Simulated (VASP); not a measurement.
# MnO2 in VASP: further runs

The runs below take MnO2 through single point, with PBE.

Everything below comes from runs of VASP 6.6.1. Logs are shortened: lines on timing, memory, paths and dates and some standing lists are left out, and cuts for length are marked.

## 1. The cell of the first run

The cell holds a sheet with vacuum, 3 atoms: a = 2.877 Å, b = 2.877 Å, c = 28.157 Å, α = 90.00°, β = 90.00°, γ = 120.00°.

## 2. Single point, PBE, collinear spin, ferromagnetic start

INCAR reads:

```
PREC     = Accurate       # precision mode
ENCUT    = 520            # plane-wave cutoff, eV
EDIFF    = 1E-6           # SCF threshold, eV
ISMEAR   = 0              # smearing method
SIGMA    = 0.02           # smearing width, eV
LREAL    = F              # projectors in reciprocal space
LASPH    = T              # aspherical terms in the spheres
NELM     = 150            # most SCF steps
ALGO     = Normal         # electronic algorithm
ISIF     = 2              # what is computed and relaxed
LWAVE    = F              # write WAVECAR
LCHARG   = T              # write CHGCAR
ISPIN    = 2              # spin polarisation
MAGMOM   = 2.77 0 0       # initial moments
LORBIT   = 11             # projections on sites
LMAXMIX  = 4              # l up to which the mixer works
LDIPOL   = T            
IDIPOL   = 3            
DIPOL    = 0.5 0.5 0.301
GGA      = PE             # functional
LELF     = T              # ELF
LVHAR    = T            
LVACPOTAV= T            
NBANDS   = 24             # bands
```

KPOINTS reads:

```
regular mesh
0
Gamma
  12 12 1
```

POSCAR reads:

```
MnO2
1.0
    2.8770382846      0.0000000000      0.0000000000
   -1.4385191423      2.4915882422      0.0000000000
    0.0000000000      0.0000000000     28.1568184800
Mn O
1 2
Direct
    0.6666666667      0.3333333333      0.3014276469
    0.0000000000      0.0000000000      0.3353393078
    0.3333333333      0.6666666667      0.2675159860
```

Potentials or basis: VASP PAW PBE potentials, release 64 (Mn_pv, O).

On the command line:

```
> cat potpaw_PBE.64/Mn_pv/POTCAR potpaw_PBE.64/O/POTCAR > POTCAR
> mpirun -np 1 vasp_std > vasp.out
```

OUTCAR:

```text
PREC = Accurate
   ENCUT = 520
   EDIFF = 1E-6
   ISMEAR = 0
   LREAL = F
   LASPH = T
   NELM = 150
   ISIF = 2
   ISPIN = 2
   LORBIT = 11
   GGA = PE

 ion  position               nearest neighbor table
   1  0.667  0.333  0.301-   2 1.92   3 1.92   3 1.92   2 1.92   2 1.92   3 1.92
   2  0.000  0.000  0.335-   1 1.92   1 1.92   1 1.92
   3  0.333  0.667  0.268-   1 1.92   1 1.92   1 1.92

  LATTYP: Found a hexagonal cell.
 ALAT       =     2.8770382846
 C/A-ratio  =     9.7867375039

  Lattice vectors:

 A1 = (   2.8770382846,   0.0000000000,   0.0000000000)
 A2 = (  -1.4385191423,   2.4915882422,   0.0000000000)
 A3 = (   0.0000000000,   0.0000000000,  28.1568184800)

Analysis of symmetry for initial positions (statically):
=====================================================================
 Subroutine PRICEL returns:
 Original cell was already a primitive cell.

 Routine SETGRP: Setting up the symmetry group for a
 hexagonal supercell.

 Subroutine GETGRP returns: Found 12 space group operations
 (whereof  6 operations were pure point group operations)
 out of a pool of 24 trial point group operations.

The static configuration has the point symmetry C_3v.
 The point group associated with its full space group is D_3d.

Analysis of symmetry for dynamics (positions and initial velocities):
=====================================================================
 Subroutine PRICEL returns:
 Original cell was already a primitive cell.

 Routine SETGRP: Setting up the symmetry group for a
 hexagonal supercell.

 Subroutine GETGRP returns: Found 12 space group operations
 (whereof  6 operations were pure point group operations)
 out of a pool of 24 trial point group operations.

The dynamic configuration has the point symmetry C_3v.
 The point group associated with its full space group is D_3d.

Analysis of structural, dynamic, and magnetic symmetry:
=====================================================================
 Subroutine PRICEL returns:
 Original cell was already a primitive cell.

 Routine SETGRP: Setting up the symmetry group for a
 hexagonal supercell.

 Subroutine GETGRP returns: Found 12 space group operations
 (whereof  6 operations were pure point group operations)
 out of a pool of 24 trial point group operations.

The overall configuration has the point symmetry C_3v.
 The point group associated with its full space group is D_3d.

 Subroutine INISYM returns: Found 12 space group operations
 (whereof  6 operations are pure point group operations),
 and found     1 'primitive' translations

----------------------------------------------------------------------------------------

                                     Primitive cell

  volume of cell :     201.8392

  direct lattice vectors                    reciprocal lattice vectors
     2.877038285  0.000000000  0.000000000     0.347579664  0.200675213  0.000000000
    -1.438519142  2.491588242  0.000000000     0.000000000  0.401350425  0.000000000
     0.000000000  0.000000000 28.156818480     0.000000000  0.000000000  0.035515376

  length of vectors
     2.877038285  2.877038285 28.156818480     0.401350425  0.401350425  0.035515376

  position of ions in fractional coordinates (direct lattice)
     0.666666667  0.333333333  0.301427647
     0.000000000  0.000000000  0.335339308
     0.333333333  0.666666667  0.267515986

  ion indices of the primitive-cell ions
   primitive index   ion index
                 1           1
                 2           2
                 3           3

----------------------------------------------------------------------------------------

 KPOINTS: regular mesh

Automatic generation of k-mesh.
 Grid dimensions read from file:
 generate k-points for:   12   12    1

 Generating k-lattice:

  Cartesian coordinates                     Fractional coordinates (reciprocal lattice)
     0.028964972  0.016722934  0.000000000     0.083333333  0.000000000  0.000000000
     0.000000000  0.033445869  0.000000000     0.000000000  0.083333333  0.000000000
     0.000000000  0.000000000  0.035515376     0.000000000  0.000000000  1.000000000

  Length of vectors
     0.033445869  0.033445869  0.035515376

  Shift w.r.t. Gamma in fractional coordinates (k-lattice)
     0.000000000  0.000000000  0.000000000

 Subroutine IBZKPT returns following result:
 ===========================================

 Found     19 irreducible k-points:

 Following reciprocal coordinates:
            Coordinates               Weight
  0.000000  0.000000  0.000000      1.000000
  0.083333  0.000000  0.000000      6.000000
  0.166667  0.000000  0.000000      6.000000
  0.250000  0.000000  0.000000      6.000000
  0.333333  0.000000  0.000000      6.000000
  0.416667  0.000000  0.000000      6.000000
[... 11 lines left out ...]
  0.333333  0.250000  0.000000     12.000000
  0.333333  0.333333  0.000000      2.000000
   k-points           NKPTS =     19   k-points in BZ     NKDIM =     19   number of bands    NBANDS=     24
   number of dos      NEDOS =    301   number of ions     NIONS =      3
   total plane-waves  NPLWV = 120960
   dimension x,y,z NGX =    24 NGY =   24 NGZ =  210
   dimension x,y,z NGXF=    48 NGYF=   48 NGZF=  420
   ions per type =               1   2
   NGX,Y,Z   is equivalent  to a cutoff of  13.87, 13.87, 12.40 a.u.
   NGXF,Y,Z  is equivalent  to a cutoff of  27.74, 27.74, 24.80 a.u.
 SYSTEM =  unknown system
   PREC   = accura    normal or accurate (medium, high low for compatibility)
   ISTART =      0    job   : 0-new  1-cont  2-samecut
   ICHARG =      2    charge: 1-file 2-atom 10-const
   ISPIN  =      2    spin polarized calculation?
   LNONCOLLINEAR =      F non collinear calculations
   LSORBIT =      F    spin-orbit coupling
   LASPH  =      T    aspherical Exc in radial PAW
   ENCUT  =  520.0 eV  38.22 Ry    6.18 a.u.   5.35  5.35 52.35*2*pi/ulx,y,z
   NELM   =    150;   NELMIN=  2; NELMDL= -5     # of ELM steps
   EDIFF  = 0.1E-05   stopping-criterion for ELM
   LREAL  =      F    real-space projection
   EDIFFG = 0.1E-04   stopping-criterion for IOM
   NSW    =      0    number of steps for IOM
   IBRION =     -1    ionic relax: 0-MD 1-quasi-New 2-CG
   NFREE  =      0    steps in history (QN), initial steepest desc. (CG)
   ISIF   =      2    stress and relaxation
   ISYM   =      2    0-nonsym 1-usesym 2-fastsym
   POTIM  = 0.5000    time-step for ionic-motion
   TEBEG  =    0.0;   TEEND  =   0.0 temperature during run
   PSTRESS=    0.0 pullay stress
   NELECT =      25.0000    total number of electrons
   NUPDOWN=      -1.0000    fix difference up-down
   EMIN   =  10.00;   EMAX   =-10.00  energy-range for DOS
   EFERMI =   0.00;   METHOD = LEGACY
   ISMEAR =     0;   SIGMA  =   0.02  broadening in eV -4-tet -1-fermi 0-gaus
   EFERMI_NEDOS =   21; number of points for ismear=-14 and -15
   IALGO  =     38    algorithm
   IMIX   =      4    mixing-type and parameters
     AMIX     =   0.40;   BMIX     =  1.00
     AMIX_MAG =   1.60;   BMIX_MAG =  1.00
  volume/ion in A,a.u.               =      67.28       454.03
  Fermi-wavevector in a.u.,A,eV,Ry     =   0.816055  1.542121  9.060752  0.665946
  Thomas-Fermi vector in A             =   1.926255
   LORBIT       =     11    0 simple, 1 ext, 2 COOP (PROOUT), +10 PAW based schemes
   GGA     = PE    functional components
   LHFCALC =     F    Hartree Fock is set to
   AEXX    =    0.0000 exact exchange contribution
   IVDW    =     0    specifies the selected vdW correction
   LEPSILON=     F    determine dielectric tensor
   LRPA    =     F    only Hartree local field effects (RPA)
 spin polarized calculation
 Gauss-broadening in eV      SIGMA  =   0.02
  energy-cutoff  :      520.00
  volume of cell :      201.84
 maximum number of plane-waves:      5481
 NGX is ok and might be reduce to    24
   NGX = 11   NGY = 11   NGZ =105

 dipolmoment           0.000000      0.000000      0.000002 electrons x Angstroem

 number of electron      24.9999988 magnetization       2.9999942

 dipolmoment           0.000000      0.000000     -0.000002 electrons x Angstroem

 Free energy of the ion-electron system (eV)
  ---------------------------------------------------
  ext. energy  EPLUGINS =         0.00000000
  ---------------------------------------------------
  free energy    TOTEN  =       -23.84682089 eV

  energy without entropy =      -23.84682089  energy(sigma->0) =      -23.84682089

 E-fermi :  -5.7681     XC(G=0):  -2.0820

 val. band max:       -6.0251715701   @ k =   0.0833   0.0000   0.0000
 cond. band min:      -4.9523321346   @ k =   0.0000   0.0000   0.0000
 fundamental gap:      1.0728394355
 Fermi energy:        -5.7681059856

 spin component 1

 k-point     1 :       0.0000    0.0000    0.0000
  band No.  band energies     occupation
      1     -56.1320      1.00000
      2     -56.1320      1.00000
      3     -56.1272      1.00000
      4     -25.1951      1.00000
      5     -23.1045      1.00000
      6     -11.6239      1.00000
[... 502 lines left out ...]
     23       9.6487      0.00000
     24       9.6769      0.00000
 Fermi energy:        -5.7681059856

 spin component 2

 k-point     1 :       0.0000    0.0000    0.0000
  band No.  band energies     occupation
      1     -53.0528      1.00000
      2     -53.0528      1.00000
      3     -52.8798      1.00000
      4     -25.0573      1.00000
      5     -23.0096      1.00000
      6     -10.7057      1.00000
[... 502 lines left out ...]
     23       9.7554      0.00000
     24       9.7554      0.00000

------------------------ aborting loop because EDIFF is reached ----------------------------------------

  FORCE on cell =-STRESS in cart. coord.  units (eV):
  Direction    XX          YY          ZZ          XY          YZ          ZX
  --------------------------------------------------------------------------------------
  -------------------------------------------------------------------------------------
  Total        0.2288661      0.2288661      0.1181083     -0.0000000      0.0000000     -0.0000000
  in kB        1.8167143      1.8167143      0.9375310     -0.0000000      0.0000000     -0.0000000
  external PRESSURE =       1.5236532 kB  Pullay stress =       0.0000000 kB

 VOLUME and BASIS-vectors are now :
 -----------------------------------------------------------------------------
  energy-cutoff  :      520.00
  volume of cell :      201.84
      direct lattice vectors                 reciprocal lattice vectors
     2.877038285  0.000000000  0.000000000     0.347579664  0.200675213  0.000000000
    -1.438519142  2.491588242  0.000000000     0.000000000  0.401350425  0.000000000
     0.000000000  0.000000000 28.156818480     0.000000000  0.000000000  0.035515376

 POSITION                                       TOTAL-FORCE (eV/Angst)
 -----------------------------------------------------------------------------------
      1.43852      0.83053      8.48724         0.000000      0.000000     -0.000000
      0.00000      0.00000      9.44209         0.000000      0.000000      0.088800
     -0.00000      1.66106      7.53240        -0.000000     -0.000000     -0.088800
 -----------------------------------------------------------------------------------
    total drift:                                0.000000     -0.000000     -0.000045

  FREE ENERGIE OF THE ION-ELECTRON SYSTEM (eV)
  ---------------------------------------------------
  free  energy   TOTEN  =       -23.8468208873 eV

  energy  without entropy=      -23.8468208873  energy(sigma->0) =      -23.84682089

 vacuum level on the upper side and lower side of the slab         1.735         1.735

 total charge

# of ion       s       p       d       tot
------------------------------------------
    1        0.348   6.450   4.901  11.698
    2        1.582   3.404   0.000   4.986
    3        1.582   3.404   0.000   4.986
--------------------------------------------------
tot          3.511  13.258   4.901  21.670

 magnetization (x)

# of ion       s       p       d       tot
------------------------------------------
    1        0.031   0.039   2.784   2.854
    2        0.003   0.031   0.000   0.035
    3        0.003   0.031   0.000   0.035
--------------------------------------------------
tot          0.038   0.101   2.784   2.923
```

Wall time 6.8 min (1 thread of Intel Xeon Platinum 8259CL at 2.50GHz (Skylake/Cascade Lake), shared host); peak memory 0.48 GiB.

Results:

```yaml
Free_energy: -23.8468 eV
Largest_force: 0.089 eV/Å
Band_gap_on_the_k_mesh: 1.07 eV, indirect (least direct gap 1.11 eV)
Net_moment: 3.00 μB per cell
Site_moments: Mn +2.85; O +0.04 μB
Valence_electrons_inside_the_program's_atomic_spheres: Mn 11.70; O 4.99
```

Forces on the atoms (eV/Å):
```
Mn   0.000  0.000  0.000
O    0.000  0.000  0.089
O    0.000  0.000 -0.089
```

Levels at points of the mesh, in eV from the valence-band top:
Spin up:
| k point | band 11 | band 12 | band 13 | band 14 | band 15 | band 16 | band 17 | band 18 |
| --- | --- | --- | --- | --- | --- | --- | --- | --- |
| (0.00, 0.00, 0.00) | -1.54 | -1.15 | -1.15 | -0.04 | 3.05 | 3.05 | 6.83 | 7.37 |
| (0.50, 0.00, 0.00) | -1.80 | -1.66 | -1.58 | -0.85 | 2.30 | 2.90 | 11.55 | 12.56 |
Spin down:
```
           k point  band 8  band 9  band 10  band 11  band 12  band 13  band 14  band 15
(0.00, 0.00, 0.00)   -4.64   -1.40    -1.10    -1.10     1.07     1.07     2.68     4.34
(0.50, 0.00, 0.00)   -3.92   -2.75    -2.48    -1.63     1.35     1.80     2.10     3.77
```

Caveat: only a ferromagnetic start was run, and an antiferromagnetic order may lie lower in energy.

## 3. Single point, PBE, collinear spin, ferromagnetic start

INCAR reads:

```
PREC     = Accurate       # precision mode
ENCUT    = 520            # plane-wave cutoff, eV
EDIFF    = 1E-6           # SCF threshold, eV
ISMEAR   = 0              # smearing method
SIGMA    = 0.02           # smearing width, eV
LREAL    = False          # projectors in reciprocal space
LASPH    = True           # aspherical terms in the spheres
NELM     = 150            # most SCF steps
ALGO     = Normal         # electronic algorithm
ISIF     = 2              # what is computed and relaxed
LWAVE    = False          # write WAVECAR
LCHARG   = True           # write CHGCAR
ISPIN    = 2              # spin polarisation
MAGMOM   = 2.77 0 0       # initial moments
LORBIT   = 11             # projections on sites
LMAXMIX  = 4              # l up to which the mixer works
LDIPOL   = True         
IDIPOL   = 3            
DIPOL    = 0.5 0.5 0.301
GGA      = PE             # functional
LELF     = True           # ELF
LVHAR    = True         
LVACPOTAV= True         
NBANDS   = 24             # bands
```

KPOINTS is that of step 2.

POSCAR reads:

```
MnO2
1.0
    2.8770382846      0.0000000000      0.0000000000
   -1.4385191423      2.4915882422      0.0000000000
    0.0000000000      0.0000000000     28.1568184800
Mn O
1 2
Direct
    0.6666666667      0.3333333333      0.3014277458
    0.0000000000      0.0000000000      0.3353392584
    0.3333333333      0.6666666667      0.2675159366
```

Potentials or basis: VASP PAW PBE potentials, release 64 (Mn_pv, O).

On the command line:

```
> cat potpaw_PBE.64/Mn_pv/POTCAR potpaw_PBE.64/O/POTCAR > POTCAR
> mpirun -np 1 vasp_std > vasp.out
```

Run time: 6.3 min. Hardware: 1 thread of Intel Xeon Platinum 8259CL at 2.50GHz (Skylake/Cascade Lake), shared host; peak memory 0.48 GiB.

Results (log left out):

| Quantity | Value |
| --- | --- |
| Free energy | -23.8468 eV |
| Largest force | 0.089 eV/Å |
| Band gap on the k mesh | 1.07 eV, indirect (least direct gap 1.11 eV) |
| Net moment | 3.00 μB per cell |
| Site moments | Mn +2.85; O +0.04 μB |
| Valence electrons inside the program's atomic spheres | Mn 11.70; O 4.99 |

Forces in eV/Å, atoms in the order of the input:
```
Mn   0.000  0.000  0.000
O    0.000  0.000  0.089
O    0.000  0.000 -0.089
```

Levels at points of the mesh, in eV from the valence-band top:
Spin up:
| k point | band 10 | band 11 | band 12 | band 13 | band 14 | band 15 | band 16 | band 17 | band 18 | band 19 |
| --- | --- | --- | --- | --- | --- | --- | --- | --- | --- | --- |
| (0.00, 0.00, 0.00) | -2.18 | -1.54 | -1.15 | -1.15 | -0.04 | 3.05 | 3.05 | 6.83 | 7.37 | 7.82 |
| (0.50, 0.00, 0.00) | -2.59 | -1.80 | -1.66 | -1.58 | -0.85 | 2.30 | 2.90 | 11.55 | 12.56 | 12.56 |
Spin down:
| k point | band 8 | band 9 | band 10 | band 11 | band 12 | band 13 | band 14 | band 15 |
| --- | --- | --- | --- | --- | --- | --- | --- | --- |
| (0.00, 0.00, 0.00) | -4.64 | -1.40 | -1.10 | -1.10 | 1.07 | 1.07 | 2.68 | 4.34 |
| (0.50, 0.00, 0.00) | -3.92 | -2.75 | -2.48 | -1.63 | 1.35 | 1.80 | 2.10 | 3.77 |

Caveat: only a ferromagnetic start was run, and an antiferromagnetic order may lie lower in energy.
